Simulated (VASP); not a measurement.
# SiO2 (P6_422) in VASP: a series of runs

Runs on SiO2. Level: r2SCAN. Tasks: single point.

Program: VASP 6.6.1. These are calculated values, not measurements. Logs are shortened: lines on timing, memory, paths and dates and some standing lists are left out, and cuts for length are marked.

### 1 The cell of the first run

Symmetry: P6_422, No. 181, hexagonal system. Conventional cell: a = 5.167 Å, b = 5.167 Å, c = 5.633 Å, α = 90.00°, β = 90.00°, γ = 120.00°. Within 2.2 Å of Si (site symmetry 222) lie 4 O at 1.63 Å. Within 2.2 Å of O (site symmetry 2) lie 2 Si at 1.63 Å.

### 2 Single point, r2SCAN (14.47 Å³/atom)

Input file POSCAR:

```
SiO2
1.0
    5.1667317456      0.0000000000      0.0000000000
   -2.5833658728      4.4745209462      0.0000000000
    0.0000000000      0.0000000000      5.6326742297
Si O
3 6
Direct
    0.0000000000      0.5000000000      0.3333333333
    0.5000000000      0.5000000000      0.6666666667
    0.5000000000      0.0000000000      0.0000000000
    0.5743902265      0.7871951133      0.8333333333
    0.7871951133      0.5743902265      0.5000000000
    0.7871951133      0.2128048867      0.1666666667
    0.4256097735      0.2128048867      0.8333333333
    0.2128048867      0.4256097735      0.5000000000
    0.2128048867      0.7871951133      0.1666666667
```

Input file INCAR.step1:

```
SYSTEM = SiO2
PREC = Accurate
ENCUT = 520
ISMEAR = 0
SIGMA = 0.02
LREAL = .FALSE.
LASPH = .TRUE.
NELM = 80
NBANDS = 34
GGA = PE
ALGO = Normal
EDIFF = 1E-4
LWAVE = .TRUE.
LCHARG = .FALSE.
```

Input file INCAR.step2:

```
SYSTEM = SiO2
PREC = Accurate
ENCUT = 520
EDIFF = 1E-6
ISMEAR = 0
SIGMA = 0.02
LREAL = .FALSE.
LASPH = .TRUE.
NELM = 80
ALGO = Normal
ISIF = 2
LWAVE = .FALSE.
LCHARG = .TRUE.
METAGGA = R2SCAN
LMIXTAU = .TRUE.
LELF = .TRUE.
LVHAR = .TRUE.
NBANDS = 34
ISTART = 1
```

Input file KPOINTS:

```
Automatic mesh
0
G
  6 6 4
  0 0 0
```

Potentials or basis: VASP PAW PBE potentials, release 64 (Si, O).

Run with:

```
$ cat potpaw_PBE.64/Si/POTCAR potpaw_PBE.64/O/POTCAR > POTCAR
$ cp INCAR.step1 INCAR
$ mpirun -np 1 vasp_std > vasp.out
$ cp INCAR.step2 INCAR
$ mpirun -np 1 vasp_std > vasp.out
```

OUTCAR:

```text
SYSTEM = SiO2
   PREC = Accurate
   ENCUT = 520
   EDIFF = 1E-6
   ISMEAR = 0
   LREAL = .FALSE.
   LASPH = .TRUE.
   NELM = 80
   ISIF = 2
   METAGGA = R2SCAN
   ISTART = 1

 ion  position               nearest neighbor table
   1  0.000  0.500  0.333-   6 1.63   9 1.63   8 1.63   5 1.63
   2  0.500  0.500  0.667-   4 1.63   7 1.63   5 1.63   8 1.63
   3  0.500  0.000  0.000-   4 1.63   7 1.63   6 1.63   9 1.63
   4  0.574  0.787  0.833-   3 1.63   2 1.63
   5  0.787  0.574  0.500-   1 1.63   2 1.63
   6  0.787  0.213  0.167-   1 1.63   3 1.63
   7  0.426  0.213  0.833-   3 1.63   2 1.63
   8  0.213  0.426  0.500-   1 1.63   2 1.63
   9  0.213  0.787  0.167-   1 1.63   3 1.63

  LATTYP: Found a hexagonal cell.
 ALAT       =     5.1667317456
 C/A-ratio  =     1.0901812804

  Lattice vectors:

 A1 = (   5.1667317456,   0.0000000000,   0.0000000000)
 A2 = (  -2.5833658728,   4.4745209462,   0.0000000000)
 A3 = (   0.0000000000,   0.0000000000,   5.6326742297)

Analysis of symmetry for initial positions (statically):
=====================================================================
 Subroutine PRICEL returns:
 Original cell was already a primitive cell.

 Routine SETGRP: Setting up the symmetry group for a
 hexagonal supercell.

 Subroutine GETGRP returns: Found 12 space group operations
 (whereof  4 operations were pure point group operations)
 out of a pool of 24 trial point group operations.

The static configuration has the point symmetry D_2 .
 The point group associated with its full space group is D_6 .

Analysis of symmetry for dynamics (positions and initial velocities):
=====================================================================
 Subroutine PRICEL returns:
 Original cell was already a primitive cell.

 Routine SETGRP: Setting up the symmetry group for a
 hexagonal supercell.

 Subroutine GETGRP returns: Found 12 space group operations
 (whereof  4 operations were pure point group operations)
 out of a pool of 24 trial point group operations.

The dynamic configuration has the point symmetry D_2 .
 The point group associated with its full space group is D_6 .

 Subroutine INISYM returns: Found 12 space group operations
 (whereof  4 operations are pure point group operations),
 and found     1 'primitive' translations

----------------------------------------------------------------------------------------

                                     Primitive cell

  volume of cell :     130.2198

  direct lattice vectors                    reciprocal lattice vectors
     5.166731746  0.000000000  0.000000000     0.193545949  0.111743806  0.000000000
    -2.583365873  4.474520946  0.000000000     0.000000000  0.223487612  0.000000000
     0.000000000  0.000000000  5.632674230     0.000000000  0.000000000  0.177535565

  length of vectors
     5.166731746  5.166731746  5.632674230     0.223487612  0.223487612  0.177535565

  position of ions in fractional coordinates (direct lattice)
     0.000000000  0.500000000  0.333333333
     0.500000000  0.500000000  0.666666667
     0.500000000  0.000000000  0.000000000
     0.574390227  0.787195113  0.833333333
     0.787195113  0.574390227  0.500000000
     0.787195113  0.212804887  0.166666667
     0.425609773  0.212804887  0.833333333
     0.212804887  0.425609773  0.500000000
     0.212804887  0.787195113  0.166666667

  ion indices of the primitive-cell ions
   primitive index   ion index
                 1           1
                 2           2
                 3           3
                 4           4
                 5           5
                 6           6
                 7           7
                 8           8
                 9           9

----------------------------------------------------------------------------------------

 KPOINTS: Automatic mesh

Automatic generation of k-mesh.
 Grid dimensions read from file:
 generate k-points for:    6    6    4

 Generating k-lattice:

  Cartesian coordinates                     Fractional coordinates (reciprocal lattice)
     0.032257658  0.018623968  0.000000000     0.166666667  0.000000000  0.000000000
     0.000000000  0.037247935  0.000000000     0.000000000  0.166666667  0.000000000
     0.000000000  0.000000000  0.044383891     0.000000000  0.000000000  0.250000000

  Length of vectors
     0.037247935  0.037247935  0.044383891

  Shift w.r.t. Gamma in fractional coordinates (k-lattice)
     0.000000000  0.000000000  0.000000000

 Subroutine IBZKPT returns following result:
 ===========================================

 Found     21 irreducible k-points:

 Following reciprocal coordinates:
            Coordinates               Weight
  0.000000  0.000000  0.000000      1.000000
  0.166667 -0.000000  0.000000      6.000000
  0.333333 -0.000000  0.000000      6.000000
  0.500000 -0.000000  0.000000      3.000000
  0.166667  0.166667  0.000000      6.000000
  0.333333  0.166667  0.000000     12.000000
[... 13 lines left out ...]
  0.333333  0.166667  0.500000     12.000000
  0.333333  0.333333  0.500000      2.000000
   k-points           NKPTS =     21   k-points in BZ     NKDIM =     21   number of bands    NBANDS=     34
   number of dos      NEDOS =    301   number of ions     NIONS =      9
   total plane-waves  NPLWV =  67200
   dimension x,y,z NGX =    40 NGY =   40 NGZ =   42
   dimension x,y,z NGXF=    80 NGYF=   80 NGZF=   84
   ions per type =               3   6
   NGX,Y,Z   is equivalent  to a cutoff of  12.87, 12.87, 12.40 a.u.
   NGXF,Y,Z  is equivalent  to a cutoff of  25.74, 25.74, 24.79 a.u.
 SYSTEM =  SiO2
   PREC   = accura    normal or accurate (medium, high low for compatibility)
   ISTART =      1    job   : 0-new  1-cont  2-samecut
   ICHARG =      0    charge: 1-file 2-atom 10-const
   ISPIN  =      1    spin polarized calculation?
   LNONCOLLINEAR =      F non collinear calculations
   LSORBIT =      F    spin-orbit coupling
   LASPH  =      T    aspherical Exc in radial PAW
   ENCUT  =  520.0 eV  38.22 Ry    6.18 a.u.   9.61  9.61 10.47*2*pi/ulx,y,z
   NELM   =     80;   NELMIN=  2; NELMDL=  0     # of ELM steps
   EDIFF  = 0.1E-05   stopping-criterion for ELM
   LREAL  =      F    real-space projection
   EDIFFG = 0.1E-04   stopping-criterion for IOM
   NSW    =      0    number of steps for IOM
   IBRION =     -1    ionic relax: 0-MD 1-quasi-New 2-CG
   NFREE  =      0    steps in history (QN), initial steepest desc. (CG)
   ISIF   =      2    stress and relaxation
   ISYM   =      2    0-nonsym 1-usesym 2-fastsym
   POTIM  = 0.5000    time-step for ionic-motion
   TEBEG  =    0.0;   TEEND  =   0.0 temperature during run
   PSTRESS=    0.0 pullay stress
   NELECT =      48.0000    total number of electrons
   NUPDOWN=      -1.0000    fix difference up-down
   EMIN   =  10.00;   EMAX   =-10.00  energy-range for DOS
   EFERMI =   0.00;   METHOD = LEGACY
   ISMEAR =     0;   SIGMA  =   0.02  broadening in eV -4-tet -1-fermi 0-gaus
   EFERMI_NEDOS =   21; number of points for ismear=-14 and -15
   IALGO  =     38    algorithm
   IMIX   =      4    mixing-type and parameters
     AMIX     =   0.40;   BMIX     =  1.00
     AMIX_MAG =   1.60;   BMIX_MAG =  1.00
  volume/ion in A,a.u.               =      14.47        97.64
  Fermi-wavevector in a.u.,A,eV,Ry     =   1.173806  2.218171 18.746377  1.377820
  Thomas-Fermi vector in A             =   2.310213
   LORBIT       =      0    0 simple, 1 ext, 2 COOP (PROOUT), +10 PAW based schemes
   METAGGA = R2SCAN    functional components
   LHFCALC =     F    Hartree Fock is set to
   AEXX    =    0.0000 exact exchange contribution
   IVDW    =     0    specifies the selected vdW correction
   LEPSILON=     F    determine dielectric tensor
   LRPA    =     F    only Hartree local field effects (RPA)
 non-spin polarized calculation
 Gauss-broadening in eV      SIGMA  =   0.02
  energy-cutoff  :      520.00
  volume of cell :      130.22
 maximum number of plane-waves:      3525
 NGX is ok and might be reduce to    40
   NGX = 19   NGY = 19   NGZ = 21

 number of electron      47.9999948 magnetization

 Free energy of the ion-electron system (eV)
  ---------------------------------------------------
  ext. energy  EPLUGINS =         0.00000000
  ---------------------------------------------------
  free energy    TOTEN  =       -89.18823758 eV

  energy without entropy =      -89.18823758  energy(sigma->0) =      -89.18823758

 E-fermi :  -0.2077     XC(G=0):  -8.9212

 val. band max:       -0.3031283246   @ k =   0.5000  -0.0000   0.0000
 cond. band min:       5.7155267425   @ k =   0.0000   0.0000   0.0000
 fundamental gap:      6.0186550671
 Fermi energy:        -0.2076758335

 k-point     1 :       0.0000    0.0000    0.0000
  band No.  band energies     occupation
      1     -20.5028      2.00000
      2     -19.1386      2.00000
      3     -19.1386      2.00000
      4     -18.6588      2.00000
      5     -18.5214      2.00000
      6     -18.5214      2.00000
[... 26 lines left out ...]
     33      13.1021      0.00000
     34      13.1021      0.00000

 k-point     2 :       0.1667   -0.0000    0.0000
  band No.  band energies     occupation
      1     -20.4342      2.00000
      2     -19.2370      2.00000
      3     -19.1282      2.00000
      4     -18.6453      2.00000
      5     -18.5349      2.00000
      6     -18.5340      2.00000
[... 26 lines left out ...]
     33      13.2271      0.00000
     34      13.5352      0.00000
[... 664 lines left out ...]
     33      11.7022      0.00000
     34      11.9255      0.00000

 k-point    21 :       0.3333    0.3333    0.5000
  band No.  band energies     occupation
      1     -20.0330      2.00000
      2     -19.4351      2.00000
      3     -19.4351      2.00000
      4     -18.6514      2.00000
      5     -18.5412      2.00000
      6     -18.5412      2.00000
[... 26 lines left out ...]
     33      11.6526      0.00000
     34      11.6535      0.00000

------------------------ aborting loop because EDIFF is reached ----------------------------------------

  FORCE on cell =-STRESS in cart. coord.  units (eV):
  Direction    XX          YY          ZZ          XY          YZ          ZX
  --------------------------------------------------------------------------------------
  -------------------------------------------------------------------------------------
  Total       -6.2516577     -6.2516577     -6.2879706     -0.0000000     -0.0000000      0.0000000
  in kB      -76.9181229    -76.9181229    -77.3649039     -0.0000000     -0.0000000      0.0000000
  external PRESSURE =     -77.0670499 kB  Pullay stress =       0.0000000 kB

 VOLUME and BASIS-vectors are now :
 -----------------------------------------------------------------------------
  energy-cutoff  :      520.00
  volume of cell :      130.22
      direct lattice vectors                 reciprocal lattice vectors
     5.166731746  0.000000000  0.000000000     0.193545949  0.111743806  0.000000000
    -2.583365873  4.474520946  0.000000000     0.000000000  0.223487612  0.000000000
     0.000000000  0.000000000  5.632674230     0.000000000  0.000000000  0.177535565

 POSITION                                       TOTAL-FORCE (eV/Angst)
 -----------------------------------------------------------------------------------
     -1.29168      2.23726      1.87756        -0.000000      0.000000      0.000000
      1.29168      2.23726      3.75512        -0.000000      0.000000      0.000000
      2.58337      0.00000      0.00000        -0.000000      0.000000      0.000000
      0.93411      3.52232      4.69390        -0.003725     -0.002150     -0.000000
      2.58337      2.57012      2.81634        -0.000000     -0.004301      0.000000
      3.51747      0.95220      0.93878        -0.003725      0.002150      0.000000
      1.64926      0.95220      4.69390         0.003725      0.002150      0.000000
     -0.00000      1.90440      2.81634        -0.000000      0.004301      0.000000
     -0.93411      3.52232      0.93878         0.003725     -0.002150     -0.000000
 -----------------------------------------------------------------------------------
    total drift:                                0.000000     -0.000000     -0.000001

  FREE ENERGIE OF THE ION-ELECTRON SYSTEM (eV)
  ---------------------------------------------------
  free  energy   TOTEN  =       -89.1882375781 eV

  energy  without entropy=      -89.1882375781  energy(sigma->0) =      -89.18823758
```

Wall time 2.4 min (1 thread of Intel Xeon 6975P-C (Granite Rapids), shared host); peak memory 0.3 GiB.

Results:

```
Free energy            : -89.1882 eV
Pressure               : -7.7 GPa
Largest force          : 0.004 eV/Å
Band gap on the k mesh : 6.02 eV (least direct gap 6.25 eV)
```

Forces in eV/Å, atoms in the order of the input:
```
Si   0.000  0.000  0.000
Si   0.000  0.000  0.000
Si   0.000  0.000  0.000
O   -0.004 -0.002  0.000
O    0.000 -0.004  0.000
O   -0.004  0.002  0.000
O    0.004  0.002  0.000
O    0.000  0.004  0.000
O    0.004 -0.002  0.000
```

Caveat: the cell stands under tension; the PAW data sets were made with another functional, which shifts forces and pressure a little.

(Continued in part 2 of 2.)
